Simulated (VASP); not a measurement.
A run of VASP 6.6.1 is set up as follows.

File INCAR:

```
  ALGO = Normal
  DIPOL = 0.5 0.5 0.417
  EDIFF = 1E-6
  EDIFFG = -0.025
  ENCUT = 520
  GGA = PE
  IBRION = 2
  IDIPOL = 3
  ISIF = 2
  ISMEAR = 0
  LASPH = T
  LCHARG = F
  LDIPOL = T
  LREAL = F
  LWAVE = F
  NELM = 80
  NSW = 36
  PREC = Accurate
  SIGMA = 0.1
```

The input KPOINTS:

```
k-points
0
Gamma
  9 9 1
```

The input POSCAR:

```
Al8O
1.0
    2.8535431553      0.0000000000      0.0000000000
   -1.4267715777      2.4712408633      0.0000000000
    0.0000000000      0.0000000000     31.9749292464
Al O
8 1
Selective dynamics
Direct
    0.3333333333      0.6666666667      0.1250980094  F F F
    0.0000000000      0.0000000000      0.1984481215  F F F
    0.6666666667      0.3333333333      0.2717982335  F F F
    0.0000000000      0.0000000000      0.3451483456  F F F
    0.3333333333      0.6666666667      0.4179223920  F F F
    0.0000000000      0.0000000000      0.4916598235  F F F
    0.6666666667      0.3333333333      0.5654146328  F F F
    0.0000000000      0.0000000000      0.6403432229  F F F
    0.0000000000      0.0000000000      0.6991392874  F F T
```

Potentials or basis: VASP PAW PBE potentials, release 64 (Al, O).

Run with:

```console
$ cat potpaw_PBE.64/Al/POTCAR potpaw_PBE.64/O/POTCAR > POTCAR
$ mpirun -np 1 vasp_std > vasp.out
```

Question: Predict the energy gained by relaxing.

Answer: 35.7 meV/atom.

Step by step:
```csv
step,energy change (eV),largest force on free atoms (eV/Å),pressure (GPa)
1,0.0000,2.7773,-1.59
2,-0.2839,1.2213,-0.70
3,-0.3210,0.1204,-0.05
4,-0.3213,0.0180,-0.12
```

Caveat: the highest band is partly filled, so the run has too few bands.
